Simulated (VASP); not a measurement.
AlNi3, 4 atoms in the cell. Symmetry: Pm-3m, No. 221, cubic system. Conventional cell: a = 3.598 Å, b = 3.598 Å, c = 3.598 Å, α = 90.00°, β = 90.00°, γ = 90.00°. Within 3.4 Å of Ni (site symmetry 4/mmm) lie 8 Ni at 2.54 Å and 4 Al at 2.54 Å. Al (site symmetry m-3m) has 12 Ni at 2.54 Å within 3.4 Å. 

- Program: VASP 6.6.1
- Task: single point
- Functional: RPBE
- Potentials or basis: VASP PAW PBE potentials, release 64 (Ni, Al)
- Cutoff: 520 eV
- k mesh: 6 × 6 × 6
- Occupations: fermi-dirac, width 0.05 eV
- Spin: collinear spin, ferromagnetic start
- Starting moments: [1.0, 1.0, 1.0, 0.0] μB
- Dipole correction: no
- Further INCAR settings: ALGO = Normal; EDIFF = 1e-07; NBANDS = 28

Potentials or basis: VASP PAW PBE potentials, release 64 (Ni, Al).

Launch:

```console
$ cat potpaw_PBE.64/Ni/POTCAR potpaw_PBE.64/Al/POTCAR > POTCAR
$ mpirun -np 1 vasp_std > vasp.out
```

Hardware: 1 thread of Intel(R) Xeon(R) Platinum 8488C (Sapphire Rapids) (shared host).

Q: Estimate the wall time of this run.

A: Wall time 55 s on 1 thread of Intel(R) Xeon(R) Platinum 8488C (Sapphire Rapids), on a shared host, peak memory 0.19 GiB. Counts: scf iterations 16, k points 20.
